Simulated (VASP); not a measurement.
Runs of VASP 6.6.1 on Zr. The structure is that of space group P6_3/mmc (No. 194), or close to it. The cells are those of the table. 

```tsv
spin	cell	k mesh	cutoff (eV)	smearing	gap on the mesh (eV)	pressure (GPa)
off	a = 3.232, b = 3.232, c = 5.174 Å, angles 90.0, 90.0, 120.0°, 2 atoms	11 × 11 × 6	520	gaussian 0.3 eV	none	0.1
collinear, ferromagnetic start	a = 3.234, b = 3.234, c = 5.162 Å, angles 90.0, 90.0, 120.0°, 2 atoms	6 × 6 × 3	500	fermi-dirac 0.1 eV	none	0.6
off	a = 3.232, b = 3.232, c = 5.174 Å, angles 90.0, 90.0, 120.0°, 2 atoms	11 × 11 × 6	520	gaussian 0.6 eV	none	(b)
off	a = 3.232, b = 3.232, c = 5.174 Å, angles 90.0, 90.0, 120.0°, 2 atoms	11 × 11 × 6	520	fermi-dirac 0.6 eV	none	(a)
off	a = 3.232, b = 3.232, c = 5.174 Å, angles 90.0, 90.0, 120.0°, 2 atoms	11 × 11 × 6	520	gaussian 0.1 eV	none	-0.1
```

Alike in all rows: task single point; level PBE; potentials or basis VASP PAW PBE potentials, release 64 (Zr_sv).

Q: Fill in the values left out.

A: (a) 5.1; (b) 0.7.

Caveats: some runs use coarse meshes.

A k mesh can miss the band edges, and the runs leave out spin-orbit coupling on Zr.

A gap of «none» marks levels without a gap at the run's occupations.
